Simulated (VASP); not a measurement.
Write the native input for VASP 6.6.1 that does the following.

```
Task                   : single point
Functional             : PBE
Potentials or basis    : VASP PAW PBE potentials, release 64 (C)
Cutoff                 : 520 eV
k mesh                 : 8 × 8 × 8
Occupations            : gaussian, width 0.02 eV
Spin                   : no spin polarisation
Dipole correction      : no
Further INCAR settings : ALGO = Normal; EDIFF = 1e-06; NBANDS = 18
```

The structure of C lies in POSCAR:

```
C
1.0
    3.4221012171      0.0000000000      0.0000000000
    0.0000000000      3.4221012171      0.0000000000
    0.0000000000      0.0000000000      3.2317068698
C
5
Direct
    0.0000000000      0.2815094786      0.6271862693
    0.2815094786      0.0000000000      0.3728137307
    0.7184905214      0.0000000000      0.3728137307
    0.0000000000      0.7184905214      0.6271862693
    0.0000000000      0.0000000000      0.0000000000
```

The input as run:

INCAR

```
SYSTEM = C
  PREC = Accurate
  ENCUT = 520
  EDIFF = 1E-6
  ISMEAR = 0
  SIGMA = 0.02
  LREAL = .False.
  LASPH = .True.
  NELM = 60
  ALGO = Normal
  ISIF = 2
  LWAVE = .False.
  LCHARG = .False.
  GGA = PE
  NBANDS = 18
```

KPOINTS

```
Automatic mesh
0
Gamma
  8 8 8
  0 0 0
```

Potentials or basis: VASP PAW PBE potentials, release 64 (C).

Command:

```sh
$ cat potpaw_PBE.64/C/POTCAR > POTCAR
$ mpirun -np 1 vasp_std > vasp.out
```

It gave:

```json
{"Pressure": "0.5 GPa", "Largest force": "0.046 eV/Å", "Band gap on the k mesh": "1.83 eV, indirect (least direct gap 2.10 eV)"}
```

Run time: 18 s on 1 thread of Intel(R) Xeon(R) 6975P-C (Granite Rapids), on a shared host, peak memory 0.16 GiB.
